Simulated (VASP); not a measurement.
Crystal: BP.

```
B P
1.0
     0.00000    2.26832    2.26832
     2.26832    0.00000    2.26832
     2.26832    2.26832    0.00000
B P
1 1
Direct
  0.00000 0.00000 0.00000
  0.25000 0.25000 0.25000
```

Base run:

- Program: VASP 6.6.1
- Functional: r2SCAN
- Potentials or basis: VASP PAW PBE potentials, release 64 (B, P)
- Cutoff: 520 eV
- k mesh: 10 × 10 × 10
- Occupations: gaussian, width 0.01 eV
- Spin: no spin polarisation

Its results: band gap on the k mesh 1.45 eV, indirect (least direct gap 3.64 eV); pressure -0.5 GPa.

The run is repeated on the same cell with these changes: functional from r2SCAN to HSE06; k mesh from 10 × 10 × 10 to 6 × 6 × 6. What comes out?

Band gap on the k mesh 2.06 eV, indirect (least direct gap 4.34 eV); pressure -1.9 GPa.

Several settings changed at once, so the effect can't be laid on one alone.

Caveats: the PAW data sets were made with another functional, which shifts forces and pressure a little.

A k mesh can miss the band edges.
